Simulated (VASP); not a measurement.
Here is a VASP 6.6.1 calculation.

The input INCAR:

```
ALGO = Normal ; EDIFF = 1E-7
ENCUT = 520 ; GGA = PS
ISIF = 2 ; ISMEAR = 0
ISPIN = 2 ; LASPH = True
LCHARG = False ; LMAXMIX = 4
LORBIT = 11 ; LREAL = False
LWAVE = False ; MAGMOM = 0 0.75
NBANDS = 16 ; NELM = 150
PREC = Accurate ; SIGMA = 0.15
```

File KPOINTS:

```
k-points
0
Gamma
  18 18 18
```

File POSCAR:

```
AlFe
1.0
    2.9435285500      0.0000000000      0.0000000000
    0.0000000000      2.9435285500      0.0000000000
    0.0000000000      0.0000000000      2.4451891665
Al Fe
1 1
Direct
    0.0000000000      0.0000000000      0.0000000000
    0.5000000000      0.5000000000      0.5000000000
```

Potentials or basis: VASP PAW PBE potentials, release 64 (Al, Fe).

Command:

```sh
$ cat potpaw_PBE.64/Al/POTCAR potpaw_PBE.64/Fe/POTCAR > POTCAR
$ mpirun -np 1 vasp_std > vasp.out
```

Estimate the net moment.

0.78 μB per cell.

Predict the site moments.

Al -0.02; Fe +0.82 μB.

Stress tensor (GPa, compression positive):
```
10.43  0.00  0.00
 0.00 10.43  0.00
 0.00  0.00 53.74
```

Caveat: the stress differs along the axes, from 10 to 54 GPa; the PAW data sets were made with another functional, which shifts forces and pressure a little.
